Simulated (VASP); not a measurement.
# CuO (P4/mmm) in VASP: notebook

Runs on CuO. Level: PBE. Tasks: single point.

Program: VASP 6.6.1. These are calculated values, not measurements. Logs are shortened: lines on timing, memory, paths and dates and some standing lists are left out, and cuts for length are marked.

## 1. The cell of the first run

Symmetry: P4/mmm, No. 123, tetragonal system. Conventional cell: a = 4.161 Å, b = 4.161 Å, c = 3.888 Å, α = 90.00°, β = 90.00°, γ = 90.00°. Within 2.6 Å of Cu (site symmetry mmm) lie 4 O at 1.94 to 2.08 Å. Within 2.6 Å of Cu (site symmetry 4/mmm) lie 6 O at 1.94 to 2.08 Å. Within 2.6 Å of O (site symmetry 4/mmm) lie 6 Cu at 1.94 to 2.08 Å. Within 2.6 Å of O (site symmetry mmm) lie 4 Cu at 1.94 to 2.08 Å.

## 2. Single point, PBE

Contents of INCAR:

```
SYSTEM = CuO
PREC = Accurate
ENCUT = 600
EDIFF = 1E-6
ISMEAR = -1
SIGMA = 0.04
LREAL = .False.
LASPH = .True.
NELM = 120
ALGO = Normal
ISIF = 2
LWAVE = .False.
LCHARG = .False.
GGA = PE
NBANDS = 34
GGA_COMPAT = .False.
```

Contents of KPOINTS:

```
regular mesh
0
Gamma
  4 4 4
  0 0 0
```

Contents of POSCAR:

```
CuO
1.0
    4.1609370000      0.0000000000      0.0000000000
    0.0000000000      4.1609370000      0.0000000000
    0.0000000000      0.0000000000      3.8876430000
Cu O
3 3
Direct
    0.5000000000      0.0000000000      0.5000000000
    0.0000000000      0.5000000000      0.5000000000
    0.0000000000      0.0000000000      0.0000000000
    0.0000000000      0.0000000000      0.5000000000
    0.5000000000      0.0000000000      0.0000000000
    0.0000000000      0.5000000000      0.0000000000
```

Potentials or basis: VASP PAW PBE potentials, release 64 (Cu, O).

On the command line:

```
$ cat potpaw_PBE.64/Cu/POTCAR potpaw_PBE.64/O/POTCAR > POTCAR
$ mpirun -np 1 vasp_std > vasp.out
```

OUTCAR:

```text
SYSTEM = CuO
   PREC = Accurate
   ENCUT = 600
   EDIFF = 1E-6
   ISMEAR = -1
   LREAL = .False.
   LASPH = .True.
   NELM = 120
   ISIF = 2
   GGA = PE

 ion  position               nearest neighbor table
   1  0.500  0.000  0.500-   5 1.94   5 1.94   4 2.08   4 2.08
   2  0.000  0.500  0.500-   6 1.94   6 1.94   4 2.08   4 2.08
   3  0.000  0.000  0.000-   4 1.94   4 1.94   6 2.08   5 2.08   6 2.08   5 2.08
   4  0.000  0.000  0.500-   3 1.94   3 1.94   1 2.08   2 2.08   2 2.08   1 2.08
   5  0.500  0.000  0.000-   1 1.94   1 1.94   3 2.08   3 2.08
   6  0.000  0.500  0.000-   2 1.94   2 1.94   3 2.08   3 2.08

  LATTYP: Found a simple tetragonal cell.
 ALAT       =     4.1609370000
 C/A-ratio  =     0.9343191209

  Lattice vectors:

 A1 = (   4.1609370000,   0.0000000000,   0.0000000000)
 A2 = (   0.0000000000,   4.1609370000,   0.0000000000)
 A3 = (   0.0000000000,   0.0000000000,   3.8876430000)

Analysis of symmetry for initial positions (statically):
=====================================================================
 Subroutine PRICEL returns:
 Original cell was already a primitive cell.

 Routine SETGRP: Setting up the symmetry group for a
 simple tetragonal supercell.

 Subroutine GETGRP returns: Found 16 space group operations
 (whereof 16 operations were pure point group operations)
 out of a pool of 16 trial point group operations.

The static configuration has the point symmetry D_4h.

Analysis of symmetry for dynamics (positions and initial velocities):
=====================================================================
 Subroutine PRICEL returns:
 Original cell was already a primitive cell.

 Routine SETGRP: Setting up the symmetry group for a
 simple tetragonal supercell.

 Subroutine GETGRP returns: Found 16 space group operations
 (whereof 16 operations were pure point group operations)
 out of a pool of 16 trial point group operations.

The dynamic configuration has the point symmetry D_4h.

 Subroutine INISYM returns: Found 16 space group operations
 (whereof 16 operations are pure point group operations),
 and found     1 'primitive' translations

----------------------------------------------------------------------------------------

                                     Primitive cell

  volume of cell :      67.3083

  direct lattice vectors                    reciprocal lattice vectors
     4.160937000  0.000000000  0.000000000     0.240330483  0.000000000  0.000000000
     0.000000000  4.160937000  0.000000000     0.000000000  0.240330483  0.000000000
     0.000000000  0.000000000  3.887643000     0.000000000  0.000000000  0.257225265

  length of vectors
     4.160937000  4.160937000  3.887643000     0.240330483  0.240330483  0.257225265

  position of ions in fractional coordinates (direct lattice)
     0.500000000  0.000000000  0.500000000
     0.000000000  0.500000000  0.500000000
     0.000000000  0.000000000  0.000000000
     0.000000000  0.000000000  0.500000000
     0.500000000  0.000000000  0.000000000
     0.000000000  0.500000000  0.000000000

  ion indices of the primitive-cell ions
   primitive index   ion index
                 1           1
                 2           2
                 3           3
                 4           4
                 5           5
                 6           6

----------------------------------------------------------------------------------------

 KPOINTS: regular mesh

Automatic generation of k-mesh.
 Grid dimensions read from file:
 generate k-points for:    4    4    4

 Generating k-lattice:

  Cartesian coordinates                     Fractional coordinates (reciprocal lattice)
     0.060082621  0.000000000  0.000000000     0.250000000  0.000000000  0.000000000
     0.000000000  0.060082621  0.000000000     0.000000000  0.250000000  0.000000000
     0.000000000  0.000000000  0.064306316     0.000000000  0.000000000  0.250000000

  Length of vectors
     0.060082621  0.060082621  0.064306316

  Shift w.r.t. Gamma in fractional coordinates (k-lattice)
     0.000000000  0.000000000  0.000000000

 Subroutine IBZKPT returns following result:
 ===========================================

 Found     18 irreducible k-points:

 Following reciprocal coordinates:
            Coordinates               Weight
  0.000000  0.000000  0.000000      1.000000
  0.250000  0.000000  0.000000      4.000000
  0.500000  0.000000  0.000000      2.000000
  0.250000  0.250000  0.000000      4.000000
  0.500000  0.250000  0.000000      4.000000
  0.500000  0.500000  0.000000      1.000000
[... 10 lines left out ...]
  0.500000  0.250000  0.500000      4.000000
  0.500000  0.500000  0.500000      1.000000
   k-points           NKPTS =     18   k-points in BZ     NKDIM =     18   number of bands    NBANDS=     34
   number of dos      NEDOS =    301   number of ions     NIONS =      6
   total plane-waves  NPLWV =  41472
   dimension x,y,z NGX =    36 NGY =   36 NGZ =   32
   dimension x,y,z NGXF=    72 NGYF=   72 NGZF=   64
   ions per type =               3   3
   NGX,Y,Z   is equivalent  to a cutoff of  14.38, 14.38, 13.68 a.u.
   NGXF,Y,Z  is equivalent  to a cutoff of  28.77, 28.77, 27.37 a.u.
 SYSTEM =  CuO
   PREC   = accura    normal or accurate (medium, high low for compatibility)
   ISTART =      0    job   : 0-new  1-cont  2-samecut
   ICHARG =      2    charge: 1-file 2-atom 10-const
   ISPIN  =      1    spin polarized calculation?
   LNONCOLLINEAR =      F non collinear calculations
   LSORBIT =      F    spin-orbit coupling
   LASPH  =      T    aspherical Exc in radial PAW
   ENCUT  =  600.0 eV  44.10 Ry    6.64 a.u.   8.31  8.31  7.76*2*pi/ulx,y,z
   NELM   =    120;   NELMIN=  2; NELMDL= -5     # of ELM steps
   EDIFF  = 0.1E-05   stopping-criterion for ELM
   LREAL  =      F    real-space projection
   EDIFFG = 0.1E-04   stopping-criterion for IOM
   NSW    =      0    number of steps for IOM
   IBRION =     -1    ionic relax: 0-MD 1-quasi-New 2-CG
   NFREE  =      0    steps in history (QN), initial steepest desc. (CG)
   ISIF   =      2    stress and relaxation
   ISYM   =      2    0-nonsym 1-usesym 2-fastsym
   POTIM  = 0.5000    time-step for ionic-motion
   TEBEG  =    0.0;   TEEND  =   0.0 temperature during run
   PSTRESS=    0.0 pullay stress
   NELECT =      51.0000    total number of electrons
   NUPDOWN=      -1.0000    fix difference up-down
   EMIN   =  10.00;   EMAX   =-10.00  energy-range for DOS
   EFERMI =   0.00;   METHOD = LEGACY
   ISMEAR =    -1;   SIGMA  =   0.04  broadening in eV -4-tet -1-fermi 0-gaus
   EFERMI_NEDOS =   21; number of points for ismear=-14 and -15
   IALGO  =     38    algorithm
   IMIX   =      4    mixing-type and parameters
     AMIX     =   0.40;   BMIX     =  1.00
     AMIX_MAG =   1.60;   BMIX_MAG =  1.00
  volume/ion in A,a.u.               =      11.22        75.70
  Fermi-wavevector in a.u.,A,eV,Ry     =   1.492481  2.820379 30.306951  2.227498
  Thomas-Fermi vector in A             =   2.605003
   LORBIT       =      0    0 simple, 1 ext, 2 COOP (PROOUT), +10 PAW based schemes
   GGA     = PE    functional components
   LHFCALC =     F    Hartree Fock is set to
   AEXX    =    0.0000 exact exchange contribution
   IVDW    =     0    specifies the selected vdW correction
   LEPSILON=     F    determine dielectric tensor
   LRPA    =     F    only Hartree local field effects (RPA)
 non-spin polarized calculation
  energy-cutoff  :      600.00
  volume of cell :       67.31
 maximum number of plane-waves:      2280
 NGX is ok and might be reduce to    36
   NGX = 17   NGY = 17   NGZ = 15

 number of electron      51.0000019 magnetization

 Free energy of the ion-electron system (eV)
  ---------------------------------------------------
  ext. energy  EPLUGINS =         0.00000000
  ---------------------------------------------------
  free energy    TOTEN  =       -27.83598433 eV

  energy without entropy =      -27.80642539  energy(sigma->0) =      -27.82120486

 E-fermi :   4.1657     XC(G=0): -11.1742

 val. band max:        4.1421367576   @ k =   0.5000   0.2500   0.5000
 cond. band min:       4.1792491613   @ k =   0.2500   0.2500   0.2500
 fundamental gap:      0.0371124037
 Fermi energy:         4.1656964708

 k-point     1 :       0.0000    0.0000    0.0000
  band No.  band energies     occupation
      1     -15.6214      2.00000
      2     -13.6302      2.00000
      3     -13.2090      2.00000
      4      -1.7265      2.00000
      5      -1.5906      2.00000
      6      -1.5906      2.00000
[... 26 lines left out ...]
     33      15.2673      0.00000
     34      15.8620      0.00000

 k-point     2 :       0.2500    0.0000    0.0000
  band No.  band energies     occupation
      1     -15.5213      2.00000
      2     -13.5844      2.00000
      3     -13.2871      2.00000
      4      -1.9512      2.00000
      5      -1.6593      2.00000
      6      -1.5986      2.00000
[... 26 lines left out ...]
     33      15.8686      0.00000
     34      16.7229      0.00000

 k-point     3 :       0.5000    0.0000    0.0000
  band No.  band energies     occupation
      1     -15.4127      2.00000
      2     -13.4915      2.00000
      3     -13.4214      2.00000
      4      -2.1615      2.00000
      5      -1.6069      2.00000
      6      -1.5719      2.00000
[... 26 lines left out ...]
     33      15.8739      0.00000
     34      16.2650      0.00000
[... 482 lines left out ...]
 k-point    17 :       0.5000    0.2500    0.5000
  band No.  band energies     occupation
      1     -15.0486      2.00000
      2     -13.2955      2.00000
      3     -13.2338      2.00000
      4      -3.4516      2.00000
      5      -3.1774      2.00000
      6      -2.6189      2.00000
[... 26 lines left out ...]
     33      14.0167      0.00000
     34      15.9963      0.00000

 k-point    18 :       0.5000    0.5000    0.5000
  band No.  band energies     occupation
      1     -14.9927      2.00000
      2     -13.2242      2.00000
      3     -13.2242      2.00000
      4      -3.7616      2.00000
      5      -3.1822      2.00000
      6      -3.1822      2.00000
[... 26 lines left out ...]
     33      12.8604      0.00000
     34      15.5637      0.00000

------------------------ aborting loop because EDIFF is reached ----------------------------------------

  FORCE on cell =-STRESS in cart. coord.  units (eV):
  Direction    XX          YY          ZZ          XY          YZ          ZX
  --------------------------------------------------------------------------------------
  -------------------------------------------------------------------------------------
  Total        1.0422867      1.0422867      1.0323486      0.0000000      0.0000000      0.0000000
  in kB       24.8101341     24.8101341     24.5735728      0.0000000      0.0000000      0.0000000
  external PRESSURE =      24.7312803 kB  Pullay stress =       0.0000000 kB

 VOLUME and BASIS-vectors are now :
 -----------------------------------------------------------------------------
  energy-cutoff  :      600.00
  volume of cell :       67.31
      direct lattice vectors                 reciprocal lattice vectors
     4.160937000  0.000000000  0.000000000     0.240330483  0.000000000  0.000000000
     0.000000000  4.160937000  0.000000000     0.000000000  0.240330483  0.000000000
     0.000000000  0.000000000  3.887643000     0.000000000  0.000000000  0.257225265

 POSITION                                       TOTAL-FORCE (eV/Angst)
 -----------------------------------------------------------------------------------
      2.08047      0.00000      1.94382         0.000000      0.000000      0.000000
      0.00000      2.08047      1.94382         0.000000      0.000000      0.000000
      0.00000      0.00000      0.00000         0.000000      0.000000      0.000000
      0.00000      0.00000      1.94382         0.000000      0.000000      0.000000
      2.08047      0.00000      0.00000         0.000000      0.000000      0.000000
      0.00000      2.08047      0.00000         0.000000      0.000000      0.000000
 -----------------------------------------------------------------------------------
    total drift:                                0.000000      0.000000      0.000000

  FREE ENERGIE OF THE ION-ELECTRON SYSTEM (eV)
  ---------------------------------------------------
  free  energy   TOTEN  =       -27.8359843304 eV

  energy  without entropy=      -27.8064253937  energy(sigma->0) =      -27.82120486
```

It took 45 s on 1 thread of Intel Xeon Platinum 8375C at 2.90GHz (Ice Lake), shared host; peak memory 0.2 GiB.

What came out:

```
Free energy            : -27.8360 eV
Pressure               : 2.5 GPa
Band gap on the k mesh : zero (an odd number of electrons rules out a gap without spin polarisation)
```

Caveat: the k points lie up to 0.40 Å⁻¹ apart, too coarse for converged energies and pressures of a metal; an odd number of electrons without spin polarisation forces a metal; a magnetic or distorted state may lie lower; semilocal functionals often make such compounds metallic where correlation or magnetic order opens a gap, which also shifts bond lengths.

(Part 1 of 2 ends here.)

The gap in the log of VASP goes by the Fermi energy; the results here count the filled bands.